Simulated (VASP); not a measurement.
# O (C2/m) in VASP: single point with PBE

Aim: the single point of O with PBE.

All numbers are computed with VASP 6.6.1; they aren't measurements. Logs are shortened: lines on timing, memory, paths and dates and some standing lists are left out, and cuts for length are marked.

## 1. The cell of the first run

Symmetry: C2/m, No. 12, monoclinic system. The conventional cell has a = 5.703 Å, b = 3.325 Å, c = 4.363 Å, α = 90.00°, β = 123.29°, γ = 90.00°. Within 1.6 Å of O (site symmetry m) lie 1 O at 1.22 Å.

## 2. Single point, PBE, non-collinear spin, typed start

The input, INCAR:

```
SYSTEM = O
PREC     = Accurate       ! precision mode
ENCUT    = 520            ! plane-wave cutoff, eV
EDIFF    = 1E-7           ! SCF threshold, eV
ISMEAR   = -1             ! smearing method
SIGMA    = 0.05           ! smearing width, eV
LREAL    = .FALSE.        ! projectors in reciprocal space
LASPH    = .TRUE.         ! aspherical terms in the spheres
NELM     = 150            ! most SCF steps
ALGO     = Normal         ! electronic algorithm
ISIF     = 2              ! what is computed and relaxed
LWAVE    = .FALSE.        ! write WAVECAR
LCHARG   = .FALSE.        ! write CHGCAR
LNONCOLLINEAR= .TRUE.         ! non-collinear magnetism
MAGMOM   = 0 0 0.6 0 0 -0.6 0 0 0.6 0 0 -0.6 ! initial moments
LORBIT   = 11             ! projections on sites
GGA      = PE             ! functional
NBANDS   = 38             ! bands
KPAR     = 4
```

The input, KPOINTS:

```
regular mesh
0
G
  6 8 5
  0 0 0
```

The input, POSCAR:

```
O
1.0
   -2.3944914034      0.0000000000      3.6470501824
    0.0000000000     -3.3248318800      0.0000000000
    3.3083143032      0.0000000000      3.6470501824
O
4
Direct
    0.1301201900      0.0000000000      0.0254538300
    0.6301201900      0.5000000000      0.5254538300
    0.8698798100      0.0000000000      0.9745461700
    0.3698798100      0.5000000000      0.4745461700
```

Potentials or basis: VASP PAW PBE potentials, release 64 (O).

Command:

```sh
> cat potpaw_PBE.64/O/POTCAR > POTCAR
> mpirun -np 4 vasp_ncl > vasp.out
```

OUTCAR:

```text
SYSTEM = O
   PREC = Accurate
   ENCUT = 520
   EDIFF = 1E-7
   ISMEAR = -1
   LREAL = .FALSE.
   LASPH = .TRUE.
   NELM = 150
   ISIF = 2
   LNONCOLLINEAR = .TRUE.
   LORBIT = 11
   GGA = PE

 ion  position               nearest neighbor table
   1  0.130  0.000  0.025-   3 1.22
   2  0.630  0.500  0.525-   4 1.22
   3  0.870  0.000  0.975-   1 1.22
   4  0.370  0.500  0.475-   2 1.22

  LATTYP: Found a simple monoclinic cell.
 ALAT       =     4.3628619178
 B/A-ratio  =     0.7620758902
 C/A-ratio  =     1.1286202885
 COS(beta)  =    -0.2503978097

  Lattice vectors:

 A1 = (  -2.3944914034,   0.0000000000,   3.6470501824)
 A2 = (   0.0000000000,   3.3248318800,   0.0000000000)
 A3 = (  -3.3083143032,   0.0000000000,  -3.6470501824)

Analysis of symmetry for initial positions (statically):
=====================================================================
 Subroutine PRICEL returns following result:

  LATTYP: Found a base centered monoclinic cell.
 ALAT       =     5.7028057066
 B/A-ratio  =     0.5830168607
 C/A-ratio  =     0.7650377976
 COS(beta)  =    -0.5488350190

  Lattice vectors:

 A1 = (   2.8514028533,  -1.6624159400,   0.0000000000)
 A2 = (   2.8514028533,   1.6624159400,   0.0000000000)
 A3 = (  -2.3944914034,   0.0000000000,   3.6470501824)

   2 primitive cells build up your supercell.

 Routine SETGRP: Setting up the symmetry group for a
 simple monoclinic supercell.

 Subroutine GETGRP returns: Found  4 space group operations
 (whereof  4 operations were pure point group operations)
 out of a pool of  4 trial point group operations.

The static configuration has the point symmetry C_2h.

Analysis of symmetry for dynamics (positions and initial velocities):
=====================================================================
 Subroutine PRICEL returns following result:

  LATTYP: Found a base centered monoclinic cell.
 ALAT       =     5.7028057066
 B/A-ratio  =     0.5830168607
 C/A-ratio  =     0.7650377976
 COS(beta)  =    -0.5488350190

  Lattice vectors:

 A1 = (   2.8514028533,  -1.6624159400,   0.0000000000)
 A2 = (   2.8514028533,   1.6624159400,   0.0000000000)
 A3 = (  -2.3944914034,   0.0000000000,   3.6470501824)

   2 primitive cells build up your supercell.

 Routine SETGRP: Setting up the symmetry group for a
 simple monoclinic supercell.

 Subroutine GETGRP returns: Found  4 space group operations
 (whereof  4 operations were pure point group operations)
 out of a pool of  4 trial point group operations.

The dynamic configuration has the point symmetry C_2h.

Analysis of structural, dynamic, and magnetic symmetry:
=====================================================================
 Subroutine PRICEL returns:
 Original cell was already a primitive cell.

 Routine SETGRP: Setting up the symmetry group for a
 simple monoclinic supercell.

 Subroutine GETGRP returns: Found  4 space group operations
 (whereof  2 operations were pure point group operations)
 out of a pool of  4 trial point group operations.

The overall configuration has the point symmetry S_2 .
 The point group associated with its full space group is C_2h.

 Subroutine INISYM returns: Found  4 space group operations
 (whereof  2 operations are pure point group operations),
 and found     1 'primitive' translations

----------------------------------------------------------------------------------------

                                     Primitive cell

  volume of cell :      69.1512

  direct lattice vectors                    reciprocal lattice vectors
    -2.394491403  0.000000000  3.647050182    -0.175352283  0.000000000  0.159065666
     0.000000000 -3.324831880  0.000000000     0.000000000 -0.300767087  0.000000000
     3.308314303  0.000000000  3.647050182     0.175352283  0.000000000  0.115128532

  length of vectors
     4.362861918  3.324831880  4.924014476     0.236749465  0.300767087  0.209768925

  position of ions in fractional coordinates (direct lattice)
     0.130120190  0.000000000  0.025453830
     0.630120190  0.500000000  0.525453830
     0.869879810  0.000000000  0.974546170
     0.369879810  0.500000000  0.474546170

  ion indices of the primitive-cell ions
   primitive index   ion index
                 1           1
                 2           2
                 3           3
                 4           4

----------------------------------------------------------------------------------------

 KPOINTS: regular mesh

Automatic generation of k-mesh.
 Grid dimensions read from file:
 generate k-points for:    6    8    5

 Generating k-lattice:

  Cartesian coordinates                     Fractional coordinates (reciprocal lattice)
    -0.029225380  0.000000000  0.026510944     0.166666667  0.000000000  0.000000000
     0.000000000 -0.037595886  0.000000000     0.000000000  0.125000000  0.000000000
     0.035070457  0.000000000  0.023025706     0.000000000  0.000000000  0.200000000

  Length of vectors
     0.039458244  0.037595886  0.041953785

  Shift w.r.t. Gamma in fractional coordinates (k-lattice)
     0.000000000  0.000000000  0.000000000

 Subroutine IBZKPT returns following result:
 ===========================================

 Found     80 irreducible k-points:

 Following reciprocal coordinates:
            Coordinates               Weight
  0.000000  0.000000  0.000000      1.000000
  0.166667  0.000000  0.000000      2.000000
  0.333333  0.000000  0.000000      2.000000
  0.500000  0.000000  0.000000      1.000000
  0.000000  0.125000  0.000000      2.000000
  0.166667  0.125000  0.000000      4.000000
[... 16 lines left out ...]
  0.333333  0.000000  0.200000      2.000000
  0.500000  0.000000  0.200000      2.000000
 [... further k-points ...]
   k-points           NKPTS =     80   k-points in BZ     NKDIM =     80   number of bands    NBANDS=     38
   number of dos      NEDOS =    301   number of ions     NIONS =      4
   total plane-waves  NPLWV =  35840
   dimension x,y,z NGX =    32 NGY =   28 NGZ =   40
   dimension x,y,z NGXF=    64 NGYF=   56 NGZF=   80
   ions per type =               4
   NGX,Y,Z   is equivalent  to a cutoff of  12.19, 14.00, 13.50 a.u.
   NGXF,Y,Z  is equivalent  to a cutoff of  24.39, 28.00, 27.01 a.u.
 SYSTEM =  O
   PREC   = accura    normal or accurate (medium, high low for compatibility)
   ISTART =      0    job   : 0-new  1-cont  2-samecut
   ICHARG =      2    charge: 1-file 2-atom 10-const
   ISPIN  =      1    spin polarized calculation?
   LNONCOLLINEAR =      T non collinear calculations
   LSORBIT =      F    spin-orbit coupling
   LASPH  =      T    aspherical Exc in radial PAW
   ENCUT  =  520.0 eV  38.22 Ry    6.18 a.u.   8.11  6.18  9.16*2*pi/ulx,y,z
   NELM   =    150;   NELMIN=  2; NELMDL= -5     # of ELM steps
   EDIFF  = 0.1E-06   stopping-criterion for ELM
   LREAL  =      F    real-space projection
   EDIFFG = 0.1E-05   stopping-criterion for IOM
   NSW    =      0    number of steps for IOM
   IBRION =     -1    ionic relax: 0-MD 1-quasi-New 2-CG
   NFREE  =      0    steps in history (QN), initial steepest desc. (CG)
   ISIF   =      2    stress and relaxation
   ISYM   =      2    0-nonsym 1-usesym 2-fastsym
   POTIM  = 0.5000    time-step for ionic-motion
   TEBEG  =    0.0;   TEEND  =   0.0 temperature during run
   PSTRESS=    0.0 pullay stress
   NELECT =      24.0000    total number of electrons
   NUPDOWN=      -1.0000    fix difference up-down
   EMIN   =  10.00;   EMAX   =-10.00  energy-range for DOS
   EFERMI =   0.00;   METHOD = LEGACY
   ISMEAR =    -1;   SIGMA  =   0.05  broadening in eV -4-tet -1-fermi 0-gaus
   EFERMI_NEDOS =   21; number of points for ismear=-14 and -15
   IALGO  =     38    algorithm
   IMIX   =      4    mixing-type and parameters
     AMIX     =   0.40;   BMIX     =  1.00
     AMIX_MAG =   1.60;   BMIX_MAG =  1.00
  volume/ion in A,a.u.               =      17.29       116.66
  Fermi-wavevector in a.u.,A,eV,Ry     =   1.150479  2.174089 18.008688  1.323601
  Thomas-Fermi vector in A             =   2.287142
   LORBIT       =     11    0 simple, 1 ext, 2 COOP (PROOUT), +10 PAW based schemes
   GGA     = PE    functional components
   LHFCALC =     F    Hartree Fock is set to
   AEXX    =    0.0000 exact exchange contribution
   IVDW    =     0    specifies the selected vdW correction
   LEPSILON=     F    determine dielectric tensor
   LRPA    =     F    only Hartree local field effects (RPA)
  energy-cutoff  :      520.00
  volume of cell :       69.15
 maximum number of plane-waves:      3752
   NGX = 17   NGY = 13   NGZ = 19

 number of electron      24.0000016 magnetization       0.0000000      0.0003284      0.0000000

 number of electron      24.0000016 magnetization      -0.0000000      0.0000816     -0.0000000

 number of electron      24.0000016 magnetization       0.0000000     -0.0022187      0.0000000

 Free energy of the ion-electron system (eV)
  ---------------------------------------------------
  ext. energy  EPLUGINS =         0.00000000
  ---------------------------------------------------
  free energy    TOTEN  =       -19.74386166 eV

  energy without entropy =      -19.74386163  energy(sigma->0) =      -19.74386165

 E-fermi :  -1.6428     XC(G=0):  -7.3816

 val. band max:       -2.4647286382   @ k =   0.0000   0.0000   0.4000
 cond. band min:      -0.8742280832   @ k =   0.5000   0.5000   0.4000
 fundamental gap:      1.5905005550
 Fermi energy:        -1.6427767312

 k-point     1 :       0.0000    0.0000    0.0000
  band No.  band energies     occupation
      1     -28.6164      1.00000
      2     -28.6163      1.00000
      3     -27.4126      1.00000
      4     -27.4125      1.00000
      5     -16.3836      1.00000
      6     -16.3835      1.00000
[... 28 lines left out ...]
     35       9.0908      0.00000
     36       9.0912      0.00000

 k-point     2 :       0.1667    0.0000    0.0000
  band No.  band energies     occupation
      1     -28.6135      1.00000
      2     -28.6134      1.00000
      3     -27.4116      1.00000
      4     -27.4115      1.00000
      5     -16.4215      1.00000
      6     -16.4215      1.00000
[... 850 lines left out ...]
 k-point    24 :       0.5000    0.0000    0.2000
  band No.  band energies     occupation
      1     -28.6052      1.00000
      2     -28.6052      1.00000
      3     -27.4083      1.00000
      4     -27.4082      1.00000
      5     -16.5381      1.00000
      6     -16.5380      1.00000
[... 28 lines left out ...]
     35       8.9987      0.00000
     36       8.9987      0.00000

 [... further k-points ...]

 [bands above 36 left out]

------------------------ aborting loop because EDIFF is reached ----------------------------------------

  FORCE on cell =-STRESS in cart. coord.  units (eV):
  Direction    XX          YY          ZZ          XY          YZ          ZX
  --------------------------------------------------------------------------------------
  -------------------------------------------------------------------------------------
  Total        0.6458312      0.4686093      1.7026459      0.0000000      0.0000000     -0.4811365
  in kB       14.9633754     10.8572922     39.4489004      0.0000000      0.0000000    -11.1475357
  external PRESSURE =      21.7565227 kB  Pullay stress =       0.0000000 kB

 VOLUME and BASIS-vectors are now :
 -----------------------------------------------------------------------------
  energy-cutoff  :      520.00
  volume of cell :       69.15
      direct lattice vectors                 reciprocal lattice vectors
    -2.394491403  0.000000000  3.647050182    -0.175352283  0.000000000  0.159065666
     0.000000000 -3.324831880  0.000000000     0.000000000 -0.300767087  0.000000000
     3.308314303  0.000000000  3.647050182     0.175352283  0.000000000  0.115128532

 POSITION                                       TOTAL-FORCE (eV/Angst)
 -----------------------------------------------------------------------------------
     -0.22736      0.00000      0.56739        -0.217943      0.000439      0.715742
      0.22955     -1.66242      4.21444        -0.217943     -0.000439      0.715742
      1.14119      0.00000      6.72671         0.217943     -0.000439     -0.715742
      0.68427     -1.66242      3.07966         0.217943      0.000439     -0.715742
 -----------------------------------------------------------------------------------
    total drift:                               -0.000000     -0.000000     -0.000000

  FREE ENERGIE OF THE ION-ELECTRON SYSTEM (eV)
  ---------------------------------------------------
  free  energy   TOTEN  =       -19.7438616613 eV

  energy  without entropy=      -19.7438616330  energy(sigma->0) =      -19.74386165

 total charge

# of ion       s       p       d       tot
------------------------------------------
    1        1.613   3.293   0.000   4.905
    2        1.613   3.293   0.000   4.905
    3        1.613   3.293   0.000   4.905
    4        1.613   3.293   0.000   4.905
--------------------------------------------------
tot          6.450  13.171   0.000  19.622

 magnetization (x)

# of ion       s       p       d       tot
------------------------------------------
    1        0.000   0.003   0.000   0.003
    2       -0.000  -0.003   0.000  -0.003
    3        0.000   0.003   0.000   0.003
    4       -0.000  -0.003   0.000  -0.003
--------------------------------------------------
tot          0.000   0.000   0.000   0.000

 magnetization (y)

# of ion       s       p       d       tot
------------------------------------------
    1       -0.000  -0.000   0.000  -0.000
    2       -0.000  -0.000   0.000  -0.000
    3       -0.000  -0.000   0.000  -0.000
    4       -0.000  -0.000   0.000  -0.000
--------------------------------------------------
tot         -0.000  -0.002   0.000  -0.002

 magnetization (z)

# of ion       s       p       d       tot
------------------------------------------
    1        0.010   0.791   0.000   0.801
    2       -0.010  -0.791   0.000  -0.801
    3        0.010   0.791   0.000   0.801
    4       -0.010  -0.791   0.000  -0.801
--------------------------------------------------
tot          0.000   0.000   0.000   0.000
```

It took 3 min on 4 MPI ranks of Intel Xeon 6975P-C (Granite Rapids), shared host; peak memory 0.52 GiB.

Results:

```
Free energy                                           : -19.7439 eV
Pressure                                              : 2.2 GPa
Largest force                                         : 0.748 eV/Å
Band gap on the k mesh                                : 1.59 eV
Net moment                                            : 0.00 μB per cell
Valence electrons inside the program's atomic spheres : O 4.91
```

Forces on the atoms (eV/Å):
```
O   -0.218  0.000  0.716
O   -0.218  0.000  0.716
O    0.218  0.000 -0.716
O    0.218  0.000 -0.716
```

Moments on the atoms (μB; x, y, z):
```
O    0.00  0.00  0.80
O    0.00  0.00 -0.80
O    0.00  0.00  0.80
O    0.00  0.00 -0.80
```

Caveat: the standard files for N, O and F lose accuracy on very short bonds; this functional lacks dispersion, which holds the molecules together, so the pressure and a relaxed volume are unreliable.
